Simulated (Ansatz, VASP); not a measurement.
## Two plane-wave programs on Ge3W

The input INCAR:

```
ALGO = Normal
EDIFF = 1E-7
ENCUT = 520
GGA = PE
ISIF = 2
ISMEAR = 0
LASPH = T
LCHARG = F
LREAL = F
LWAVE = F
NBANDS = 36
NELM = 80
PREC = Accurate
SIGMA = 0.1
```

Contents of KPOINTS:

```
k-points
0
Gamma
  4 4 4
```

Contents of POSCAR:

```
Ge3W
1.0
    4.0591156033      0.0000000000      0.0000000000
    0.0000000000      4.0591156033      0.0000000000
    0.0000000000      0.0000000000      4.0173935603
Ge W
3 1
Direct
    0.0000000000      0.5000000000      0.5000000000
    0.5000000000      0.0000000000      0.5000000000
    0.5000000000      0.5000000000      0.0000000000
    0.0000000000      0.0000000000      0.0000000000
```

Input for Ansatz:

```yaml
crystal:
  lattice:
    - [4.0591156033, 0.0, 0.0]
    - [0.0, 4.0591156033, 0.0]
    - [0.0, 0.0, 4.0173935603]
  atoms:
    - { symbol: Ge, position: [0.0, 0.5, 0.5] }
    - { symbol: Ge, position: [0.5, 0.0, 0.5] }
    - { symbol: Ge, position: [0.5, 0.5, 0.0] }
    - { symbol: W, position: [0.0, 0.0, 0.0] }
basis:
  ecutwfc: 420
kpoints:
  mp_grid: { grid: [4, 4, 4] }
hamiltonian:
  xc: pbe
scf:
  occupations: { method: gaussian, width: 0.1 }
  lower_state_search: "off"
output:
  forces: true
  stress: true
  eigenvalues: true
```

Alike in both runs: task single point; functional PBE; k mesh 4 × 4 × 4; occupations gaussian, width 0.1 eV; no spin polarisation.

|  | VASP | Ansatz |
| --- | --- | --- |
| version | VASP 6.6.1 | Ansatz 0.2.0 |
| potentials or method | VASP PAW PBE potentials, release 64 (Ge_d, W_sv), cutoff 520 eV | scalar-relativistic, plane waves, PAW |
| valence electrons in the cell | 56 | 56 |

VASP gave:

| Item | Value |
| --- | --- |
| gap on the k mesh at the Fermi level (eV) | none |
| pressure (GPa) | 1.3 |
| traceless stress, the component that is largest in VASP (GPa) | -0.54 |

**Question.** Estimate Ansatz's values.

**Answer.** gap on the k mesh at the Fermi level (eV): none; pressure (GPa): 1.1; traceless stress, the component that is largest in VASP (GPa): -0.54.

A gap of «none» marks a metal or a gap that the smearing closes.

The k mesh is coarse, so the values compare programs but aren't converged. Neither program's run includes spin-orbit coupling.
